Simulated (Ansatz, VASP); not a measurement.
## One calculation of ZrSi7, two programs

```xyz
8
Lattice="0.0000 3.9434 3.9434 3.9434 0.0000 3.9434 3.9434 3.9434 0.0000" Properties=species:S:1:pos:R:3 pbc="T T T"
Zr    0.0000    0.0000    0.0000
Si    3.9434    1.9717    1.9717
Si    1.9717    3.9434    1.9717
Si    3.9434    3.9434    3.9434
Si    1.9717    1.9717    0.0000
Si    0.0000    1.9717    1.9717
Si    1.9717    0.0000    1.9717
Si    1.9717    1.9717    3.9434
```

Alike in both runs: functional PBE; k mesh 8 × 8 × 8; occupations gaussian, width 0.1 eV; no spin polarisation.

Ansatz relaxed the structure, and its values are those at the end. VASP's run is a single point on that final structure, the one shown.

|  | VASP | Ansatz |
| --- | --- | --- |
| version | VASP 6.6.1 | Ansatz 0.2.0 |
| potentials or method | VASP PAW PBE potentials, release 64 (Zr_sv, Si), cutoff 520 eV | scalar-relativistic, plane waves, PAW |
| valence electrons in the cell | 40 | 40 |

|  | VASP | Ansatz | Ansatz less VASP |
| --- | --- | --- | --- |
| gap on the k mesh at the Fermi level (eV) | none | none | - |
| pressure (GPa) | 0.0 | 0.0 | +0.01 |

A gap of «none» marks a metal or a gap that the smearing closes.
